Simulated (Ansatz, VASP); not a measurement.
## ZnO: VASP beside Ansatz

```
Zn O
1.0
     3.24000    0.00000    0.00000
    -1.62000    2.80592    0.00000
     0.00000    0.00000    5.22000
Zn O
2 2
Direct
  0.33333 0.66667 0.00000
  0.66667 0.33333 0.50000
  0.33333 0.66667 0.37700
  0.66667 0.33333 0.87700
```

Alike in both runs: task single point; functional PBEsol; k mesh 6 × 6 × 4; occupations gaussian, width 0.1 eV; no spin polarisation.

|  | VASP | Ansatz |
| --- | --- | --- |
| version | VASP 6.6.1 | Ansatz 0.2.0 |
| potentials or method | VASP PAW PBE potentials, release 64 (Zn, O), cutoff 600 eV | scalar-relativistic, plane waves, PAW |
| valence electrons in the cell | 36 | 36 |

```tsv
	VASP	Ansatz	Ansatz less VASP
gap on the k mesh at the Fermi level (eV)	0.68	0.69	+0.012
least direct gap on the mesh (eV)	0.68	0.69	+0.012
pressure (GPa)	-0.5	-0.9	-0.44
traceless stress, the component that is largest in VASP (GPa)	0.92	0.87	-0.050
rms of the force components (eV/Å)	0.050	0.048	-0.0016
```

VASP's potentials were made for PBE, not for PBEsol, and Ansatz warns of the same on its side. Atom by atom the forces differ by 0.002 eV/Å (rms over components).
